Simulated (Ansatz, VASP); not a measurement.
**Two plane-wave programs on BN**

```
CELL_PARAMETERS angstrom
0.00000 1.80480 1.80480
1.80480 0.00000 1.80480
1.80480 1.80480 0.00000
ATOMIC_POSITIONS crystal
B 0.00000 0.00000 0.00000
N 0.75000 0.75000 0.75000
```

Alike in both runs: task single point; functional r2SCAN; k mesh 12 × 12 × 12; occupations gaussian, width 0.05 eV; no spin polarisation.

|  | VASP | Ansatz |
| --- | --- | --- |
| version | VASP 6.6.1 | Ansatz 0.2.0 |
| potentials or method | VASP PAW PBE potentials, release 64 (B, N), cutoff 520 eV | scalar-relativistic, plane waves, PAW |
| valence electrons in the cell | 8 | 8 |

Ansatz gave:

| Item | Value |
| --- | --- |
| gap on the k mesh at the Fermi level (eV) | 5.00 |
| pressure (GPa) | 0.0 |

Q: What did VASP give for the same quantities?

A: gap on the k mesh at the Fermi level (eV): 4.98; pressure (GPa): 1.2.

VASP's potentials were made for PBE, not for r2SCAN.
